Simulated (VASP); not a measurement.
# Cd (Cmce) in VASP: single point with r2SCAN

Aim: the single point of Cd with r2SCAN.

Program: VASP 6.6.1. These are calculated values, not measurements. Logs are shortened: lines on timing, memory, paths and dates and some standing lists are left out, and cuts for length are marked.

## (1) The cell of the first run

The structure is orthorhombic, space group Cmce (No. 64). Conventional cell: a = 3.505 Å, b = 11.119 Å, c = 4.638 Å, α = 90.00°, β = 90.00°, γ = 90.00°. Cd (site symmetry m) has 3 Cd at 2.30 to 2.33 Å within 3.0 Å.

## (2) Single point, r2SCAN

The input, POSCAR:

```
Cd
1.0
    1.7525236404     -5.5593650223      0.0000000000
    1.7525236404      5.5593650223      0.0000000000
    0.0000000000      0.0000000000      4.6380988186
Cd
4
Direct
    0.0980000000      0.9020000000      0.9100000000
    0.5980000000      0.4020000000      0.5900000000
    0.9020000000      0.0980000000      0.0900000000
    0.4020000000      0.5980000000      0.4100000000
```

The input, INCAR.step1:

```
SYSTEM = Cd
PREC = Accurate
ENCUT = 520
ISMEAR = 0
SIGMA = 0.1
LREAL = .FALSE.
LASPH = .TRUE.
NELM = 60
NBANDS = 32
GGA = PE
ALGO = Normal
EDIFF = 1E-4
LWAVE = .TRUE.
LCHARG = .FALSE.
```

The input, INCAR.step2:

```
SYSTEM = Cd
PREC = Accurate
ENCUT = 520
EDIFF = 1E-6
ISMEAR = 0
SIGMA = 0.1
LREAL = .FALSE.
LASPH = .TRUE.
NELM = 60
ALGO = Normal
ISIF = 2
LWAVE = .FALSE.
LCHARG = .TRUE.
METAGGA = R2SCAN
LMIXTAU = .TRUE.
LELF = .TRUE.
LVHAR = .TRUE.
NBANDS = 32
ISTART = 1
```

The input, KPOINTS:

```
regular mesh
0
G
  6 6 4
  0 0 0
```

Potentials or basis: VASP PAW PBE potentials, release 64 (Cd).

Command:

```
$ cat potpaw_PBE.64/Cd/POTCAR > POTCAR
$ cp INCAR.step1 INCAR
$ mpirun -np 1 vasp_std > vasp.out
$ cp INCAR.step2 INCAR
$ mpirun -np 1 vasp_std > vasp.out
```

OUTCAR:

```text
SYSTEM = Cd
   PREC = Accurate
   ENCUT = 520
   EDIFF = 1E-6
   ISMEAR = 0
   LREAL = .FALSE.
   LASPH = .TRUE.
   NELM = 60
   ISIF = 2
   METAGGA = R2SCAN
   ISTART = 1

 ion  position               nearest neighbor table
   1  0.098  0.902  0.910-   2 2.30   2 2.30   3 2.33   2 3.61   2 3.61   4 3.63   4 3.63   4 3.63
                             4 3.63
   2  0.598  0.402  0.590-   1 2.30   1 2.30   4 2.33   1 3.61   1 3.61   3 3.63   3 3.63   3 3.63
                             3 3.63
   3  0.902  0.098  0.090-   4 2.30   4 2.30   1 2.33   4 3.61   4 3.61   2 3.63   2 3.63   2 3.63
                             2 3.63
   4  0.402  0.598  0.410-   3 2.30   3 2.30   2 2.33   3 3.61   3 3.61   1 3.63   1 3.63   1 3.63
                             1 3.63

  LATTYP: Found a base centered orthorhombic cell.
 ALAT       =     3.5050472808
 B/A-ratio  =     3.1722054380
 C/A-ratio  =     1.3232628399

  Lattice vectors:

 A1 = (   1.7525236404,  -5.5593650223,   0.0000000000)
 A2 = (   1.7525236404,   5.5593650223,   0.0000000000)
 A3 = (   0.0000000000,   0.0000000000,   4.6380988186)

Analysis of symmetry for initial positions (statically):
=====================================================================
 Subroutine PRICEL returns:
 Original cell was already a primitive cell.

 Routine SETGRP: Setting up the symmetry group for a
 base centered orthorhombic supercell.

 Subroutine GETGRP returns: Found  8 space group operations
 (whereof  4 operations were pure point group operations)
 out of a pool of  8 trial point group operations.

The static configuration has the point symmetry C_2h.
 The point group associated with its full space group is D_2h.

Analysis of symmetry for dynamics (positions and initial velocities):
=====================================================================
 Subroutine PRICEL returns:
 Original cell was already a primitive cell.

 Routine SETGRP: Setting up the symmetry group for a
 base centered orthorhombic supercell.

 Subroutine GETGRP returns: Found  8 space group operations
 (whereof  4 operations were pure point group operations)
 out of a pool of  8 trial point group operations.

The dynamic configuration has the point symmetry C_2h.
 The point group associated with its full space group is D_2h.

 Subroutine INISYM returns: Found  8 space group operations
 (whereof  4 operations are pure point group operations),
 and found     1 'primitive' translations

----------------------------------------------------------------------------------------

                                     Primitive cell

[... 92 lines left out ...]
   ENCUT  =  520.0 eV  38.22 Ry    6.18 a.u.  10.84 10.84  8.62*2*pi/ulx,y,z
   NELM   =     60;   NELMIN=  2; NELMDL=  0     # of ELM steps
   EDIFF  = 0.1E-05   stopping-criterion for ELM
   LREAL  =      F    real-space projection
   EDIFFG = 0.1E-04   stopping-criterion for IOM
   NSW    =      0    number of steps for IOM
   IBRION =     -1    ionic relax: 0-MD 1-quasi-New 2-CG
   NFREE  =      0    steps in history (QN), initial steepest desc. (CG)
   ISIF   =      2    stress and relaxation
   ISYM   =      2    0-nonsym 1-usesym 2-fastsym
   POTIM  = 0.5000    time-step for ionic-motion
   TEBEG  =    0.0;   TEEND  =   0.0 temperature during run
   PSTRESS=    0.0 pullay stress
   NELECT =      48.0000    total number of electrons
   NUPDOWN=      -1.0000    fix difference up-down
   EMIN   =  10.00;   EMAX   =-10.00  energy-range for DOS
   EFERMI =   0.00;   METHOD = LEGACY
   ISMEAR =     0;   SIGMA  =   0.10  broadening in eV -4-tet -1-fermi 0-gaus
   EFERMI_NEDOS =   21; number of points for ismear=-14 and -15
   IALGO  =     38    algorithm
   IMIX   =      4    mixing-type and parameters
     AMIX     =   0.40;   BMIX     =  1.00
     AMIX_MAG =   1.60;   BMIX_MAG =  1.00
  volume/ion in A,a.u.               =      22.59       152.47
  Fermi-wavevector in a.u.,A,eV,Ry     =   1.325772  2.505346 23.914576  1.757672
  Thomas-Fermi vector in A             =   2.455208
   LORBIT       =      0    0 simple, 1 ext, 2 COOP (PROOUT), +10 PAW based schemes
   METAGGA = R2SCAN    functional components
   LHFCALC =     F    Hartree Fock is set to
   AEXX    =    0.0000 exact exchange contribution
   IVDW    =     0    specifies the selected vdW correction
   LEPSILON=     F    determine dielectric tensor
   LRPA    =     F    only Hartree local field effects (RPA)
 non-spin polarized calculation
 Gauss-broadening in eV      SIGMA  =   0.10
  energy-cutoff  :      520.00
  volume of cell :       90.38
 maximum number of plane-waves:      2467
 NGX is ok and might be reduce to    48
   NGX = 21   NGY = 21   NGZ = 17

 number of electron      48.0000013 magnetization

 Free energy of the ion-electron system (eV)
  ---------------------------------------------------
  ext. energy  EPLUGINS =         0.00000000
  ---------------------------------------------------
  free energy    TOTEN  =       -73.26601499 eV

  energy without entropy =      -73.25512484  energy(sigma->0) =      -73.26056991

 E-fermi :   2.7650     XC(G=0): -11.2211

 val. band max:        2.7293995011   @ k =   0.3333   0.1667   0.5000
 cond. band min:       2.7795322497   @ k =   0.3333   0.0000   0.5000
 fundamental gap:      0.0501327486
 Fermi energy:         2.7650324619

 k-point     1 :       0.0000    0.0000    0.0000
  band No.  band energies     occupation
      1      -9.4293      2.00000
      2      -9.3443      2.00000
      3      -9.3060      2.00000
      4      -9.1588      2.00000
      5      -8.9199      2.00000
      6      -8.9129      2.00000
[... 829 lines left out ...]
     31      10.5113      0.00000
     32      11.2888      0.00000

 [... further k-points ...]
[... 5 lines left out ...]
  --------------------------------------------------------------------------------------
  -------------------------------------------------------------------------------------
  Total       29.0413379     18.6452129     22.9074731      0.0000000      0.0000000      0.0000000
  in kB      514.8350825    330.5360706    406.0959890      0.0000000      0.0000000      0.0000000
  external PRESSURE =     417.1557140 kB  Pullay stress =       0.0000000 kB

 VOLUME and BASIS-vectors are now :
 -----------------------------------------------------------------------------
  energy-cutoff  :      520.00
  volume of cell :       90.38
      direct lattice vectors                 reciprocal lattice vectors
     1.752523640 -5.559365022  0.000000000     0.285302856 -0.089938329  0.000000000
     1.752523640  5.559365022  0.000000000     0.285302856  0.089938329  0.000000000
     0.000000000  0.000000000  4.638098819     0.000000000  0.000000000  0.215605583

 POSITION                                       TOTAL-FORCE (eV/Angst)
 -----------------------------------------------------------------------------------
      1.75252      4.46973      4.22067         0.000000     -4.782695      5.226904
      1.75252     -1.08964      2.73648         0.000000     -4.782695     -5.226904
      1.75252     -4.46973      0.41743         0.000000      4.782695     -5.226904
      1.75252      1.08964      1.90162         0.000000      4.782695      5.226904
 -----------------------------------------------------------------------------------
    total drift:                                0.000000      0.000000      0.000000

  FREE ENERGIE OF THE ION-ELECTRON SYSTEM (eV)
  ---------------------------------------------------
  free  energy   TOTEN  =       -73.2660149928 eV

  energy  without entropy=      -73.2551248367  energy(sigma->0) =      -73.26056991
```

OUTCAR.step1:

```text
SYSTEM = Cd
   PREC = Accurate
   ENCUT = 520
   ISMEAR = 0
   LREAL = .FALSE.
   LASPH = .TRUE.
   NELM = 60
[... 1076 lines left out ...]
      1.75252     -1.08964      2.73648         0.000000     -4.892651     -5.360978
      1.75252     -4.46973      0.41743         0.000000      4.892651     -5.360978
      1.75252      1.08964      1.90162         0.000000      4.892651      5.360978
 -----------------------------------------------------------------------------------
    total drift:                                0.000000      0.000000      0.000000

  FREE ENERGIE OF THE ION-ELECTRON SYSTEM (eV)
  ---------------------------------------------------
  free  energy   TOTEN  =         4.3627057002 eV

  energy  without entropy=        4.3745627945  energy(sigma->0) =        4.36863425
```

OSZICAR.step1:

```text
N       E                     dE             d eps       ncg     rms          rms(c)
DAV:   1     0.401221779543E+03    0.40122E+03   -0.25666E+04  2496   0.151E+03
DAV:   2     0.147391704218E+02   -0.38648E+03   -0.37084E+03  2640   0.410E+02
DAV:   3     0.404752381634E+01   -0.10692E+02   -0.10641E+02  2872   0.795E+01
DAV:   4     0.401622987828E+01   -0.31294E-01   -0.31290E-01  2704   0.408E+00
DAV:   5     0.401607177726E+01   -0.15810E-03   -0.15810E-03  2912   0.243E-01    0.163E+01
DAV:   6     0.429994097140E+01    0.28387E+00   -0.50454E-01  2832   0.664E+00    0.105E+01
DAV:   7     0.435732974449E+01    0.57389E-01   -0.20268E-01  2752   0.323E+00    0.105E+00
DAV:   8     0.436275533186E+01    0.54256E-02   -0.35351E-02  2680   0.185E+00    0.226E-01
DAV:   9     0.436270570024E+01   -0.49632E-04   -0.63737E-04  2872   0.150E-01
   1 F= 0.43627057E+01 E0= 0.43686342E+01  d E =-.118571E-01
```

It took 11 min on 1 thread of Intel Xeon Platinum 8259CL at 2.50GHz (Skylake/Cascade Lake), shared host; peak memory 0.34 GiB.

What came out:

| Item | Value |
| --- | --- |
| Free energy | -73.2660 eV |
| Pressure | 41.7 GPa |
| Largest force | 7.085 eV/Å |
| Band gap on the k mesh | zero (bands 24 and 25 overlap by 2.01 eV) |

Forces in eV/Å, atoms in the order of the input:
```
Cd   0.000 -4.783  5.227
Cd   0.000 -4.783 -5.227
Cd   0.000  4.783 -5.227
Cd   0.000  4.783  5.227
```

Caveat: the stress differs along the axes, from 33 to 51 GPa; the PAW data sets were made with another functional, which shifts forces and pressure a little.

The gap in the log of VASP goes by the Fermi energy; the results here count the filled bands.